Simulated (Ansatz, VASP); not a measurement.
One calculation of CuAu, two programs

File INCAR:

```
SYSTEM = CuAu
PREC     = Accurate       ! precision mode
ENCUT    = 520            ! plane-wave cutoff, eV
EDIFF    = 1E-6           ! SCF threshold, eV
ISMEAR   = 0              ! smearing method
SIGMA    = 0.15           ! smearing width, eV
LREAL    = .False.        ! projectors in reciprocal space
LASPH    = .True.         ! aspherical terms in the spheres
NELM     = 100            ! most SCF steps
ALGO     = Fast           ! electronic algorithm
ISIF     = 2              ! what is computed and relaxed
LWAVE    = .False.        ! write WAVECAR
LCHARG   = .False.        ! write CHGCAR
GGA      = PE             ! functional
NBANDS   = 18             ! bands
```

KPOINTS

```
Automatic mesh
0
Gamma
  18 18 14
  0 0 0
```

POSCAR

```
CuAu
1.0
    2.8420000000      0.0000000000      0.0000000000
    0.0000000000      2.8420000000      0.0000000000
    0.0000000000      0.0000000000      3.7250500000
Cu Au
1 1
Direct
    0.5000000000      0.5000000000      0.5000000000
    0.0000000000      0.0000000000      0.0000000000
```

Input for Ansatz:

```yaml
crystal:
  lattice:
    - [2.842, 0.0, 0.0]
    - [0.0, 2.842, 0.0]
    - [0.0, 0.0, 3.72505]
  atoms:
    - { symbol: Cu, position: [0.5, 0.5, 0.5] }
    - { symbol: Au, position: [0.0, 0.0, 0.0] }
basis:
  ecutwfc: 420
kpoints:
  mp_grid: { grid: [18, 18, 14] }
hamiltonian:
  xc: pbe
scf:
  occupations: { method: gaussian, width: 0.15 }
output:
  forces: true
  stress: true
  eigenvalues: true
  write_density: true
  write_potential: true
  elf: true
  volumetric_format: npy
```

Change from the starting cell: strain +0.015 along x and y, +0.015 along z, atoms carried along.

Alike in both runs: task single point; functional PBE; k mesh 18 × 18 × 14; occupations gaussian, width 0.15 eV; no spin polarisation.

|  | VASP | Ansatz |
| --- | --- | --- |
| version | VASP 6.6.1 | Ansatz 0.2.0 |
| potentials or method | VASP PAW PBE potentials, release 64 (Cu, Au), cutoff 520 eV | scalar-relativistic, plane waves, PAW |
| valence electrons in the cell | 22 | 38 |

```csv
,VASP,Ansatz,Ansatz less VASP
gap on the k mesh at the Fermi level (eV),none,none,-
pressure (GPa),-0.1,-0.3,-0.15
"traceless stress, the component that is largest in VASP (GPa)",-0.53,-0.56,-0.028
```

A gap of «none» marks a metal or a gap that the smearing closes. VASP's potentials hold 22 valence electrons a cell and Ansatz's 38, so a difference there can come from the potentials and not from the codes.

Spin-orbit coupling is off throughout.
